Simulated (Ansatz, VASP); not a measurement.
**Two plane-wave programs on SbSe5**

```xyz
6
Lattice="4.8447 0.0000 0.0000 -2.4223 4.1956 0.0000 0.0000 0.0000 6.6538" Properties=species:S:1:pos:R:3 pbc="T T T"
Sb    0.0000    0.0000    3.3269
Se    0.0000    2.7971    4.9190
Se    2.4223    1.3985    4.9190
Se    2.4223    1.3985    1.7348
Se    0.0000    2.7971    1.7348
Se    0.0000    0.0000    0.0000
```

Alike in both runs: functional PBE; k mesh 4 × 4 × 2; occupations gaussian, width 0.2 eV; no spin polarisation.

Ansatz relaxed the structure, and its values are those at the end. VASP's run is a single point on that final structure, the one shown.

|  | VASP | Ansatz |
| --- | --- | --- |
| version | VASP 6.6.1 | Ansatz 0.2.0 |
| potentials or method | VASP PAW PBE potentials, release 64 (Sb, Se), cutoff 500 eV | scalar-relativistic, plane waves, PAW |
| valence electrons in the cell | 35 | 95 |

|  | VASP | Ansatz | Ansatz less VASP |
| --- | --- | --- | --- |
| gap on the k mesh at the Fermi level (eV) | none | none | - |
| pressure (GPa) | -0.6 | -0.5 | +0.07 |

A gap of «none» marks a metal or a gap that the smearing closes. With one functional, cell and mesh, what is left measures potentials, basis and numerics. VASP's potentials hold 35 valence electrons a cell and Ansatz's 95, so a difference there can come from the potentials and not from the codes.

The k mesh is coarse, so the values compare programs but aren't converged. Neither program's run includes spin-orbit coupling.
